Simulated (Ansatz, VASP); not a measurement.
## TiC: VASP beside Ansatz

```
Ti C
1.0
     0.12172    2.16400    2.16400
     2.16400    0.12172    2.16400
     2.28572    2.28572    0.00000
Ti C
1 1
Direct
  0.00000 0.00000 0.00000
  0.50000 0.50000 0.50000
```

Change from the starting cell: strain +0.1125 x Voigt [0, 0, 0, 0, 0, 1], atoms carried along.

Alike in both runs: task single point; functional PBEsol; k mesh 18 × 18 × 18; occupations gaussian, width 0.15 eV; no spin polarisation.

|  | VASP | Ansatz |
| --- | --- | --- |
| version | VASP 6.6.1 | Ansatz 0.2.0 |
| potentials or method | VASP PAW PBE potentials, release 64 (Ti_sv, C), cutoff 520 eV | scalar-relativistic, plane waves, PAW |
| valence electrons in the cell | 16 | 16 |

Ansatz gave:

- gap on the k mesh at the Fermi level (eV): none
- pressure (GPa): -5.2
- traceless stress, the component that is largest in VASP (GPa): -18.89

Estimate VASP's values.

gap on the k mesh at the Fermi level (eV): none; pressure (GPa): -5.0; traceless stress, the component that is largest in VASP (GPa): -18.80.

VASP's potentials were made for PBE, not for PBEsol. A gap of «none» marks a metal or a gap that the smearing closes. With one functional, cell and mesh, what is left measures potentials, basis and numerics.
